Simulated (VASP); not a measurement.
Set up this calculation in VASP 6.6.1, as the native input.

```yaml
Task: single point
Functional: PBEsol
Potentials_or_basis: VASP PAW PBE potentials, release 64 (Be, H)
Cutoff: 520 eV
k_mesh: 5 × 5 × 3
Occupations: gaussian, width 0.15 eV
Spin: no spin polarisation
Dipole_correction: no
Further_INCAR_settings: LREAL = Auto; ALGO = Normal; EDIFF = 1e-06; NBANDS = 30
```

The structure of Be16H (a cell with a defect) lies in POSCAR:

```
Be16H
1.0
   -2.2900000000     -3.9663960000      0.0000000000
    3.4350000000     -1.9831980000      0.0000000000
    0.0000000000      0.0000000000      7.1768600000
Be H
16 1
Direct
    0.7444081095      0.4939550424     -0.0028033151
    0.5010340038      0.3308165557      0.2509292365
    0.7503888669      0.4972481820      0.4998405988
    0.5006841815      0.3317935300      0.7476872894
    0.5009400171      0.0002604481     -0.0001358533
    0.2579816834      0.8379135531      0.2536695714
    0.5007943447      0.0005618775      0.5030716776
    0.2511405456      0.8343559969      0.7508378316
    0.2578052752      0.4933068647     -0.0027996923
    0.0006280482      0.3239817265      0.2534003729
    0.2511164633      0.4973722565      0.4997539314
    0.0006903805      0.3367947515      0.7481980978
    0.0007427820      0.0068963525     -0.0026805595
    0.7443526445      0.8372263627      0.2537290681
    0.0007903497     -0.0053831438      0.5023372338
    0.7502890231      0.8344913720      0.7507591064
    0.0014504072      0.6646583501      1.1248405291
```

The input as run:

INCAR

```
SYSTEM = Be16H
PREC = Accurate
ENCUT = 520
EDIFF = 1E-6
ISMEAR = 0
SIGMA = 0.15
LREAL = Auto
LASPH = .True.
NELM = 60
ALGO = Normal
ISIF = 2
LWAVE = .False.
LCHARG = .True.
GGA = PS
LELF = .True.
LVHAR = .True.
NBANDS = 30
```

KPOINTS

```
Automatic mesh
0
Gamma
  5 5 3
  0 0 0
```

Potentials or basis: VASP PAW PBE potentials, release 64 (Be, H).

The run is started by

```console
$ cat potpaw_PBE.64/Be/POTCAR potpaw_PBE.64/H/POTCAR > POTCAR
$ mpirun -np 1 vasp_std > vasp.out
```

It gave:

```yaml
Pressure: -1.0 GPa
Largest_force: 0.016 eV/Å
```

Caveat: the PAW data sets were made with another functional, which shifts forces and pressure a little.

Run time: 2.1 min on 1 thread of Intel(R) Xeon(R) 6975P-C (Granite Rapids), on a shared host, peak memory 0.27 GiB.
